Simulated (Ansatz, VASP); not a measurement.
## Two plane-wave programs on AlHCl4

File INCAR:

```
PREC = Accurate ; ENCUT = 520
EDIFF = 1E-6 ; ISMEAR = 0
SIGMA = 0.1 ; LREAL = F
LASPH = T ; NELM = 60
ALGO = Normal ; ISIF = 2
LWAVE = F ; LCHARG = F
GGA = PE ; NBANDS = 25
```

KPOINTS

```
Automatic mesh
0
Gamma
  4 4 4
```

The input POSCAR:

```
AlHCl4
1.0
    4.0433142300      0.0000000000      0.0000000000
    0.0000000000      4.0433142300      0.0000000000
    0.0000000000      0.0000000000      6.8682491400
Al H Cl
1 1 4
Direct
    0.5000000000      0.5000000000      0.5000000000
    0.0000000000      0.0000000000      0.0000000000
    0.0000000000      0.0000000000      0.6051139800
    0.5000000000      0.5000000000      0.1052580000
    0.5000000000      0.5000000000      0.8947420000
    0.0000000000      0.0000000000      0.3948860200
```

Input for Ansatz:

```yaml
crystal:
  lattice:
    - [4.04331423, 0.0, 0.0]
    - [0.0, 4.04331423, 0.0]
    - [0.0, 0.0, 6.86824914]
  atoms:
    - { symbol: Al, position: [0.5, 0.5, 0.5] }
    - { symbol: H, position: [0.0, 0.0, 0.0] }
    - { symbol: Cl, position: [0.0, 0.0, 0.60511398] }
    - { symbol: Cl, position: [0.5, 0.5, 0.105258] }
    - { symbol: Cl, position: [0.5, 0.5, 0.894742] }
    - { symbol: Cl, position: [0.0, 0.0, 0.39488602] }
basis:
  ecutwfc: 420
kpoints:
  mp_grid: { grid: [4, 4, 4] }
hamiltonian:
  xc: pbe
scf:
  occupations: { method: gaussian, width: 0.1 }
  lower_state_search: "off"
output:
  forces: true
  stress: true
  eigenvalues: true
```

Change from the starting cell: species swapped into the DyHoC4 type (P4/mmm, No. 123).

Alike in both runs: task single point; functional PBE; k mesh 4 × 4 × 4; occupations gaussian, width 0.1 eV; no spin polarisation.

```csv
,VASP,Ansatz
version,VASP 6.6.1,Ansatz 0.2.0
potentials or method,"VASP PAW PBE potentials, release 64 (Al, H, Cl), cutoff 520 eV","scalar-relativistic, plane waves, PAW"
valence electrons in the cell,32,32
```

Ansatz gave:

- gap on the k mesh at the Fermi level (eV): 0.14
- least direct gap on the mesh (eV): 0.41
- rms of the force components (eV/Å): 21.975

Task: What did VASP give for the same quantities?

Result: gap on the k mesh at the Fermi level (eV): 0.16; least direct gap on the mesh (eV): 0.44; rms of the force components (eV/Å): 20.577.

Atom by atom the forces differ by 1.399 eV/Å (rms over components).
